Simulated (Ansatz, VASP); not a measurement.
# LiF: VASP beside Ansatz

```
Li F
1.0
     3.25220    0.00000    0.00000
    -1.62610    2.81649    0.00000
     0.00000    0.00000    4.43242
Li F
2 2
Direct
  0.33333 0.66667 0.38398
  0.66667 0.33333 0.88398
  0.33333 0.66667 0.99102
  0.66667 0.33333 0.49102
```

Alike in both runs: task single point; functional LDA; k mesh 9 × 9 × 6; occupations gaussian, width 0.05 eV; no spin polarisation.

```csv
,VASP,Ansatz
version,VASP 6.6.1,Ansatz 0.2.0
potentials or method,"VASP PAW LDA potentials, release 64 (Li_sv, F), cutoff 520 eV","scalar-relativistic, plane waves, PAW"
valence electrons in the cell,20,20
```

Ansatz gave:

| Property | Result |
| --- | --- |
| gap on the k mesh at the Fermi level (eV) | 7.25 |
| least direct gap on the mesh (eV) | 7.25 |
| rms of the force components (eV/Å) | 0.308 |

What did VASP give for the same quantities?

gap on the k mesh at the Fermi level (eV): 7.23; least direct gap on the mesh (eV): 7.23; rms of the force components (eV/Å): 0.315.

LDA's correlation is that of Perdew and Zunger in VASP and of Perdew and Wang (1992) in Ansatz. Atom by atom the forces differ by 0.007 eV/Å (rms over components).

Noted on VASP's run: the cutoff is short for stress, so the pressure is rough.
